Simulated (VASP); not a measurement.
# PbS (Fm-3m) in VASP: notebook, part 2 of 2

VASP 6.6.1.

### Step 3. Single point, r2SCAN (strain +3.6%)

Contents of POSCAR:

```
PbS
1.0
    0.0000000000      3.0953705145      3.0953705145
    3.0953705145      0.0000000000      3.0953705145
    3.0953705145      3.0953705145      0.0000000000
Pb S
1 1
Direct
    0.0000000000      0.0000000000      0.0000000000
    0.5000000000      0.5000000000      0.5000000000
```

Contents of INCAR.step1:

```
SYSTEM = PbS
PREC = Accurate ; ENCUT = 520
ISMEAR = 0 ; SIGMA = 0.01
LREAL = .False. ; LASPH = .True.
NELM = 80 ; NBANDS = 17
GGA = PE ; ALGO = Normal
EDIFF = 1E-4 ; LWAVE = .True.
LCHARG = .False.
```

Contents of INCAR.step2:

```
SYSTEM = PbS
PREC = Accurate ; ENCUT = 520
EDIFF = 1E-6 ; ISMEAR = 0
SIGMA = 0.01 ; LREAL = .False.
LASPH = .True. ; NELM = 80
ALGO = Normal ; ISIF = 2
LWAVE = .False. ; LCHARG = .False.
METAGGA = R2SCAN ; LMIXTAU = .True.
NBANDS = 17 ; ISTART = 1
```

Contents of KPOINTS:

```
Automatic mesh
0
Gamma
  8 8 8
  0 0 0
```

Potentials or basis: VASP PAW PBE potentials, release 64 (Pb_d, S).

Launch:

```console
> cat potpaw_PBE.64/Pb_d/POTCAR potpaw_PBE.64/S/POTCAR > POTCAR
> cp INCAR.step1 INCAR
> mpirun -np 1 vasp_std > vasp.out
> cp INCAR.step2 INCAR
> mpirun -np 1 vasp_std > vasp.out
```

OUTCAR:

```text
SYSTEM = PbS
   PREC = Accurate
   ENCUT = 520
   EDIFF = 1E-6
   ISMEAR = 0
   LREAL = .False.
   LASPH = .True.
   NELM = 80
   ISIF = 2
   METAGGA = R2SCAN
   ISTART = 1

 ion  position               nearest neighbor table
   1  0.000  0.000  0.000-   2 3.10   2 3.10   2 3.10   2 3.10   2 3.10   2 3.10
   2  0.500  0.500  0.500-   1 3.10   1 3.10   1 3.10   1 3.10   1 3.10   1 3.10

  LATTYP: Found a face centered cubic cell.
 ALAT       =     6.1907410290

  Lattice vectors:

 A1 = (   0.0000000000,   3.0953705145,   3.0953705145)
 A2 = (   3.0953705145,   0.0000000000,   3.0953705145)
 A3 = (   3.0953705145,   3.0953705145,   0.0000000000)

Analysis of symmetry for initial positions (statically):
=====================================================================
 Subroutine PRICEL returns:
 Original cell was already a primitive cell.

 Routine SETGRP: Setting up the symmetry group for a
 face centered cubic supercell.

 Subroutine GETGRP returns: Found 48 space group operations
 (whereof 48 operations were pure point group operations)
 out of a pool of 48 trial point group operations.

The static configuration has the point symmetry O_h .

Analysis of symmetry for dynamics (positions and initial velocities):
=====================================================================
 Subroutine PRICEL returns:
 Original cell was already a primitive cell.

 Routine SETGRP: Setting up the symmetry group for a
 face centered cubic supercell.

 Subroutine GETGRP returns: Found 48 space group operations
 (whereof 48 operations were pure point group operations)
 out of a pool of 48 trial point group operations.

The dynamic configuration has the point symmetry O_h .

 Subroutine INISYM returns: Found 48 space group operations
 (whereof 48 operations are pure point group operations),
 and found     1 'primitive' translations

[... 111 lines left out ...]
   IALGO  =     38    algorithm
   IMIX   =      4    mixing-type and parameters
     AMIX     =   0.40;   BMIX     =  1.00
     AMIX_MAG =   1.60;   BMIX_MAG =  1.00
  volume/ion in A,a.u.               =      29.66       200.14
  Fermi-wavevector in a.u.,A,eV,Ry     =   1.139451  2.153250 17.665094  1.298348
  Thomas-Fermi vector in A             =   2.276154
   LORBIT       =      0    0 simple, 1 ext, 2 COOP (PROOUT), +10 PAW based schemes
   METAGGA = R2SCAN    functional components
   LHFCALC =     F    Hartree Fock is set to
   AEXX    =    0.0000 exact exchange contribution
   IVDW    =     0    specifies the selected vdW correction
   LEPSILON=     F    determine dielectric tensor
   LRPA    =     F    only Hartree local field effects (RPA)
 non-spin polarized calculation
 Gauss-broadening in eV      SIGMA  =   0.01
  energy-cutoff  :      520.00
  volume of cell :       59.32
 maximum number of plane-waves:      1639
 NGX is ok and might be reduce to    36
   NGX = 17   NGY = 17   NGZ = 17

 number of electron      20.0000002 magnetization

 Free energy of the ion-electron system (eV)
  ---------------------------------------------------
  ext. energy  EPLUGINS =         0.00000000
  ---------------------------------------------------
  free energy    TOTEN  =       -65.51254637 eV

  energy without entropy =      -65.51254637  energy(sigma->0) =      -65.51254637

 E-fermi :   4.0943     XC(G=0):  -9.6215

 val. band max:        3.9887011186   @ k =   0.5000   0.0000   0.0000
 cond. band min:       5.0129291006   @ k =   0.5000   0.0000   0.0000
 fundamental gap:      1.0242279820
 Fermi energy:         4.0942857861

 k-point     1 :       0.0000    0.0000    0.0000
  band No.  band energies     occupation
      1     -13.1977      2.00000
      2     -13.1977      2.00000
      3     -13.1977      2.00000
      4     -13.1780      2.00000
      5     -13.1780      2.00000
      6      -9.0070      2.00000
[... 457 lines left out ...]
      4     -13.1788      2.00000
      5     -13.1660      2.00000
      6      -7.8998      2.00000
[... 9 lines left out ...]
     16      15.5483      0.00000
     17      15.6878      0.00000

 [... further k-points ...]

------------------------ aborting loop because EDIFF is reached ----------------------------------------

  FORCE on cell =-STRESS in cart. coord.  units (eV):
  Direction    XX          YY          ZZ          XY          YZ          ZX
  --------------------------------------------------------------------------------------
  -------------------------------------------------------------------------------------
  Total       -1.8274446     -1.8274446     -1.8274446     -0.0000000      0.0000000      0.0000000
  in kB      -49.3613340    -49.3613340    -49.3613340     -0.0000000      0.0000000      0.0000000
  external PRESSURE =     -49.3613340 kB  Pullay stress =       0.0000000 kB

 VOLUME and BASIS-vectors are now :
 -----------------------------------------------------------------------------
  energy-cutoff  :      520.00
  volume of cell :       59.32
      direct lattice vectors                 reciprocal lattice vectors
     0.000000000  3.095370514  3.095370514    -0.161531551  0.161531551  0.161531551
     3.095370514  0.000000000  3.095370514     0.161531551 -0.161531551  0.161531551
     3.095370514  3.095370514  0.000000000     0.161531551  0.161531551 -0.161531551

 POSITION                                       TOTAL-FORCE (eV/Angst)
 -----------------------------------------------------------------------------------
      0.00000      0.00000      0.00000         0.000000      0.000000     -0.000000
      3.09537      3.09537      3.09537         0.000000      0.000000      0.000000
 -----------------------------------------------------------------------------------
    total drift:                                0.000000      0.000000      0.000000

  FREE ENERGIE OF THE ION-ELECTRON SYSTEM (eV)
  ---------------------------------------------------
  free  energy   TOTEN  =       -65.5125463658 eV

  energy  without entropy=      -65.5125463658  energy(sigma->0) =      -65.51254637
```

OUTCAR.step1:

```text
SYSTEM = PbS
   PREC = Accurate
   ENCUT = 520
   ISMEAR = 0
   LREAL = .False.
   LASPH = .True.
[... 702 lines left out ...]
      0.00000      0.00000      0.00000         0.000000      0.000000      0.000000
      3.09537      3.09537      3.09537        -0.000000     -0.000000     -0.000000
 -----------------------------------------------------------------------------------
    total drift:                                0.000000      0.000000      0.000000

  FREE ENERGIE OF THE ION-ELECTRON SYSTEM (eV)
  ---------------------------------------------------
  free  energy   TOTEN  =        -8.7030421594 eV

  energy  without entropy=       -8.7030421594  energy(sigma->0) =       -8.70304216
```

OSZICAR.step1:

```text
N       E                     dE             d eps       ncg     rms          rms(c)
DAV:   1     0.156292295880E+03    0.15629E+03   -0.94038E+03   986   0.117E+03
DAV:   2     0.324913524462E+01   -0.15304E+03   -0.14745E+03  1033   0.300E+02
DAV:   3    -0.896949799271E+01   -0.12219E+02   -0.12132E+02  1265   0.915E+01
DAV:   4    -0.930384134592E+01   -0.33434E+00   -0.33377E+00  1249   0.169E+01
DAV:   5    -0.931660656069E+01   -0.12765E-01   -0.12764E-01  1451   0.320E+00    0.397E+00
DAV:   6    -0.869596085761E+01    0.62065E+00   -0.19331E+00  1454   0.809E+00    0.272E+00
DAV:   7    -0.869965646947E+01   -0.36956E-02   -0.14965E-01  1108   0.185E+00    0.171E+00
DAV:   8    -0.870373544214E+01   -0.40790E-02   -0.22207E-02  1156   0.144E+00    0.528E-01
DAV:   9    -0.870269539135E+01    0.10401E-02   -0.43699E-03  1420   0.486E-01    0.166E-01
DAV:  10    -0.870305007254E+01   -0.35468E-03   -0.57322E-04  1083   0.132E-01    0.133E-01
DAV:  11    -0.870304215942E+01    0.79131E-05   -0.44712E-05  1014   0.745E-02
   1 F= -.87030422E+01 E0= -.87030422E+01  d E =-.911886E-18
```

Run time: 2.1 min. Hardware: 1 thread of AMD EPYC 7R13 (Zen 3), shared host; peak memory 0.19 GiB.

Results:

```
Free energy            : -65.5125 eV
Pressure               : -4.9 GPa
Band gap on the k mesh : 1.02 eV
```

Levels at points of the mesh, in eV from the valence-band top:
| k point | band 8 | band 9 | band 10 | band 11 | band 12 | band 13 |
| --- | --- | --- | --- | --- | --- | --- |
| (0.00, 0.00, 0.00) | -1.59 | -1.59 | -1.59 | 5.27 | 5.27 | 5.27 |
| (0.50, 0.00, 0.00) | -1.28 | -1.28 | 0.00 | 1.02 | 2.54 | 2.54 |
| (0.50, 0.50, 0.00) | -4.20 | -2.68 | -2.68 | 4.78 | 5.65 | 5.69 |

Caveat: the cell differs from its parent crystal (strain +3.6%); the cell stands under tension; the PAW data sets were made with another functional, which shifts forces and pressure a little; spin-orbit coupling is left out, which moves the levels of the heavy elements. A k mesh can miss the band edges.
